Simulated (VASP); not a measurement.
A run of VASP 6.6.1 is set up as follows.

File INCAR:

```
SYSTEM = Ti
PREC     = Accurate       ! precision mode
ENCUT    = 600            ! plane-wave cutoff, eV
EDIFF    = 1E-6           ! SCF threshold, eV
ISMEAR   = -1             ! smearing method
SIGMA    = 0.05           ! smearing width, eV
LREAL    = .False.        ! projectors in reciprocal space
LASPH    = .True.         ! aspherical terms in the spheres
NELM     = 60             ! most SCF steps
ALGO     = Normal         ! electronic algorithm
ISIF     = 3              ! what is computed and relaxed
LWAVE    = .False.        ! write WAVECAR
LCHARG   = .False.        ! write CHGCAR
GGA      = CA             ! functional
IBRION   = 2              ! ionic algorithm
NSW      = 60             ! ionic steps
EDIFFG   = -0.01          ! ionic threshold
```

The input KPOINTS:

```
regular mesh
0
Gamma
  11 11 11
  0 0 0
```

File POSCAR:

```
Ti
1.0
    0.0000000000      2.0300000000      2.0300000000
    2.0300000000      0.0000000000      2.0300000000
    2.0300000000      2.0300000000      0.0000000000
Ti
1
Direct
    0.0000000000      0.0000000000      0.0000000000
```

Potentials or basis: VASP PAW LDA potentials, release 64 (Ti_sv).

Launch:

```bash
$ cat potpaw_LDA.64/Ti_sv/POTCAR > POTCAR
$ mpirun -np 1 vasp_std > vasp.out
```

Task: Estimate the band gap on the k mesh.

Result: Zero (band 6 reaches 9.80 eV, above the bottom of band 7 at 8.61 eV).

Task: What does it give for the relaxed volume?

Result: 15.97 Å³/atom.

Final structure:
```cif
data_structure
_symmetry_space_group_name_H-M 'P 1'
_symmetry_Int_Tables_number 1
_cell_length_a 2.8265
_cell_length_b 2.8265
_cell_length_c 2.8265
_cell_angle_alpha 60.000
_cell_angle_beta 60.000
_cell_angle_gamma 60.000
_cell_volume 15.97
loop_
_atom_site_label
_atom_site_type_symbol
_atom_site_fract_x
_atom_site_fract_y
_atom_site_fract_z
_atom_site_occupancy
Ti1 Ti 0.00000 0.00000 0.00000 1
```

LDA usually gives volumes a few per cent too small. Zero-point motion and thermal expansion aren't in these numbers.
